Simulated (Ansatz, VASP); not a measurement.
Two plane-wave programs on CsCu3

```xyz
8
Lattice="4.8870 0.0000 0.0000 1.0767 6.5107 0.0000 0.5630 3.1802 6.2933" Properties=species:S:1:pos:R:3 pbc="T T T"
Cs    5.3445    3.3551    6.2779
Cs    2.8754    3.4303    0.0155
Cu    2.7152    3.7041    3.3068
Cu    3.8821    5.8678    3.0312
Cu    5.1584    3.7045    2.9888
Cu    1.4386    5.8675    3.2577
Cu    2.6156    8.0446    3.0851
Cu    5.0586    8.0450    3.2100
```

Change from the starting cell: the structure that the rattled A15 type (Pm-3n, No. 223) fell into.

Alike in both runs: task single point; functional PBE; k mesh 4 × 4 × 4; occupations gaussian, width 0.1 eV; no spin polarisation.

```csv
,VASP,Ansatz
version,VASP 6.6.1,Ansatz 0.2.0
potentials or method,"VASP PAW PBE potentials, release 64 (Cs_sv, Cu), cutoff 600 eV","scalar-relativistic, plane waves, PAW"
valence electrons in the cell,84,132
```

```csv
,VASP,Ansatz,Ansatz less VASP
gap on the k mesh at the Fermi level (eV),none,none,-
pressure (GPa),0.3,0.0,-0.34
rms of the force components (eV/Å),0.011,0.003,-0.0073
```

Atom by atom the forces differ by 0.008 eV/Å (rms over components). A gap of «none» marks a metal or a gap that the smearing closes. VASP's potentials hold 84 valence electrons a cell and Ansatz's 132, so a difference there can come from the potentials and not from the codes.

Neither program's run includes spin-orbit coupling.
